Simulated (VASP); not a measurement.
Input of a VASP 6.6.1 run:

POSCAR

```
Cu
1.0
    0.0000000000      1.7881324402      1.7881324402
    1.7881324402      0.0000000000      1.7881324402
    1.7881324402      1.7881324402      0.0000000000
Cu
1
Direct
    0.0000000000      0.0000000000      0.0000000000
```

Contents of INCAR.step1:

```
SYSTEM = Cu
ALGO = Normal
EDIFF = 1E-4
ENCUT = 520
GGA = PE
ISMEAR = 0
LASPH = .True.
LCHARG = .False.
LREAL = .False.
LWAVE = .True.
NBANDS = 12
NELM = 100
PREC = Accurate
SIGMA = 0.2
```

File INCAR.step2:

```
SYSTEM = Cu
ALGO = Normal
EDIFF = 1E-7
ENCUT = 520
ISIF = 2
ISMEAR = 0
ISTART = 1
LASPH = .True.
LCHARG = .False.
LMIXTAU = .True.
LREAL = .False.
LWAVE = .False.
METAGGA = R2SCAN
NBANDS = 12
NELM = 100
PREC = Accurate
SIGMA = 0.2
```

File KPOINTS:

```
k-points
0
Gamma
  15 15 15
  0 0 0
```

Potentials or basis: VASP PAW PBE potentials, release 64 (Cu).

Command:

```bash
$ cat potpaw_PBE.64/Cu/POTCAR > POTCAR
$ cp INCAR.step1 INCAR
$ mpirun -np 1 vasp_std > vasp.out
$ cp INCAR.step2 INCAR
$ mpirun -np 1 vasp_std > vasp.out
```

Task: What does it give for the pressure?

Result: 0.5 GPa.

Caveat: the PAW data sets were made with another functional, which shifts forces and pressure a little.
